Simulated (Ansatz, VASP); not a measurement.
**Two plane-wave programs on Mo**

The input POSCAR:

```
Mo
1.0
   -1.7066507299      1.7066507299      1.3311875693
    1.7066507299     -1.7066507299      1.3311875693
    1.7066507299      1.7066507299     -1.3311875693
Mo
1
Direct
    0.0000000000      0.0000000000      0.0000000000
```

INCAR.step1

```
SYSTEM = Mo
  PREC = Accurate
  ENCUT = 520
  ISMEAR = 0
  SIGMA = 0.15
  LREAL = .FALSE.
  LASPH = .TRUE.
  NELM = 80
  NBANDS = 13
  GGA = PE
  ALGO = Normal
  EDIFF = 1E-4
  LWAVE = .TRUE.
  LCHARG = .FALSE.
```

Contents of INCAR.step2:

```
SYSTEM = Mo
  PREC = Accurate
  ENCUT = 520
  EDIFF = 1E-6
  ISMEAR = 0
  SIGMA = 0.15
  LREAL = .FALSE.
  LASPH = .TRUE.
  NELM = 80
  ALGO = Normal
  ISIF = 2
  LWAVE = .FALSE.
  LCHARG = .TRUE.
  METAGGA = R2SCAN
  LMIXTAU = .TRUE.
  LELF = .TRUE.
  LVHAR = .TRUE.
  NBANDS = 13
  ISTART = 1
```

File KPOINTS:

```
Automatic mesh
0
G
  24 24 24
  0 0 0
```

Input for Ansatz:

```yaml
crystal:
  lattice:
    - [-1.7066507299, 1.7066507299, 1.3311875693]
    - [1.7066507299, -1.7066507299, 1.3311875693]
    - [1.7066507299, 1.7066507299, -1.3311875693]
  atoms:
    - { symbol: Mo, position: [0.0, 0.0, 0.0] }
basis:
  ecutwfc: 500
kpoints:
  mp_grid: { grid: [24, 24, 24] }
hamiltonian:
  xc: r2scan
scf:
  occupations: { method: gaussian, width: 0.15 }
output:
  forces: true
  stress: true
  eigenvalues: true
  write_density: true
  write_potential: true
  elf: true
  volumetric_format: npy
```

Alike in both runs: task single point; functional r2SCAN; k mesh 24 × 24 × 24; occupations gaussian, width 0.15 eV; no spin polarisation.

```csv
,VASP,Ansatz
version,VASP 6.6.1,Ansatz 0.2.0
potentials or method,"VASP PAW PBE potentials, release 64 (Mo_sv), cutoff 520 eV","scalar-relativistic, plane waves, PAW"
valence electrons in the cell,14,14
```

|  | VASP | Ansatz | Ansatz less VASP |
| --- | --- | --- | --- |
| gap on the k mesh at the Fermi level (eV) | none | none | - |
| pressure (GPa) | 10.3 | 9.1 | -1.21 |
| traceless stress, the component that is largest in VASP (GPa) | 19.05 | 18.90 | -0.144 |

VASP's potentials were made for PBE, not for r2SCAN. A gap of «none» marks a metal or a gap that the smearing closes.
